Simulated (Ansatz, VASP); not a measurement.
NbAs: VASP beside Ansatz

The input INCAR:

```
  ALGO = Normal
  EDIFF = 1E-8
  ENCUT = 520
  ISIF = 2
  ISMEAR = -1
  LASPH = True
  LCHARG = False
  LEFG = True
  LREAL = False
  LWAVE = False
  NBANDS = 26
  NELM = 80
  PREC = Accurate
  SIGMA = 0.08
```

File KPOINTS:

```
k-points
0
Gamma
  15 15 15
```

Contents of POSCAR:

```
NbAs
1.0
   -1.7372798033      1.7372798033      5.8786766238
    1.7372798033     -1.7372798033      5.8786766238
    1.7372798033      1.7372798033     -5.8786766238
Nb As
2 2
Direct
    0.7500000000      0.7500000000      0.0000000000
    0.5000000000      0.0000000000      0.5000000000
    0.1660000000      0.1660000000      0.0000000000
    0.9160000000      0.4160000000      0.5000000000
```

Input for Ansatz:

```yaml
crystal:
  lattice:
    - [-1.7372798033, 1.7372798033, 5.8786766238]
    - [1.7372798033, -1.7372798033, 5.8786766238]
    - [1.7372798033, 1.7372798033, -5.8786766238]
  atoms:
    - { symbol: Nb, position: [0.75, 0.75, 0.0] }
    - { symbol: Nb, position: [0.5, 0.0, 0.5] }
    - { symbol: As, position: [0.166, 0.166, 0.0] }
    - { symbol: As, position: [0.916, 0.416, 0.5] }
kpoints:
  mp_grid: { grid: [15, 15, 15] }
scf:
  occupations: { method: fermi_dirac, width: 0.08 }
hamiltonian:
  xc: lda
  pseudopotentials: { kind: paw }
output:
  forces: true
  stress: true
  eigenvalues: true
  efg: { contact_densities: true }
  write_density: true
  write_potential: true
  elf: true
  volumetric_format: npy
```

Change from the starting cell: volume scaled by 1.02, PAW files.

Alike in both runs: task electric field gradients; functional LDA; k mesh 15 × 15 × 15; occupations fermi-dirac, width 0.08 eV; no spin polarisation.

|  | VASP | Ansatz |
| --- | --- | --- |
| version | VASP 6.6.1 | Ansatz 0.2.0 |
| potentials or method | VASP PAW LDA potentials, release 64 (Nb_sv, As) | PAW with Ansatz's default frozen-core files, scalar-relativistic |
| plane-wave cutoff (eV) | 520 | 420 |
| valence electrons in the cell | 36 | 56 |

```csv
,VASP,Ansatz,Ansatz less VASP
pressure (GPa),-8.3,-8.6,-0.29
"traceless stress, the component that is largest in VASP (GPa)",1.18,1.24,+0.055
rms of the force components (eV/Å),0.145,0.143,-0.0020
size of Vzz on the site where it differs most (V/Å²),16.4,21.2,+4.80
```

LDA's correlation is that of Perdew and Zunger in VASP and of Perdew and Wang (1992) in Ansatz. Atom by atom the forces differ by 0.002 eV/Å (rms over components). VASP's potentials hold 36 valence electrons a cell and Ansatz's 56, so a difference there can come from the potentials and not from the codes.
